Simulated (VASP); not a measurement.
Runs of VASP 6.6.1 on TaN. The structure is that of space group P6/mmm (No. 191), or close to it. The cells are those of the table. 

| cell | gap on the mesh (eV) | pressure (GPa) |
| --- | --- | --- |
| a = 5.191, b = 5.191, c = 2.908 Å, angles 90.0, 90.0, 120.0°, 6 atoms | none | (b) |
| a = 5.259, b = 5.259, c = 2.946 Å, angles 90.0, 90.0, 120.0°, 6 atoms | none | (a) |
| a = 5.326, b = 5.326, c = 2.984 Å, angles 90.0, 90.0, 120.0°, 6 atoms | none | -19.8 |
| a = 5.049, b = 5.049, c = 2.828 Å, angles 90.0, 90.0, 120.0°, 6 atoms | none | 34.8 |
| a = 5.121, b = 5.121, c = 2.869 Å, angles 90.0, 90.0, 120.0°, 6 atoms | none | 16.6 |

Alike in all rows: task single point; level PBEsol; potentials or basis VASP PAW PBE potentials, release 64 (Ta_pv, N); no spin polarisation; k mesh 5 × 5 × 8; cutoff (eV) 520; smearing methfessel-paxton 0.15 eV.

Task: Fill in the values left out.

Result: (a) -10.1; (b) 1.8.

Caveats: the PAW data sets were made with another functional, which shifts forces and pressure a little; spin-orbit coupling is left out, which moves the levels of the heavy elements.

A k mesh can miss the band edges, and the runs leave out spin-orbit coupling on Ta.

A gap of «none» marks levels without a gap at the run's occupations.
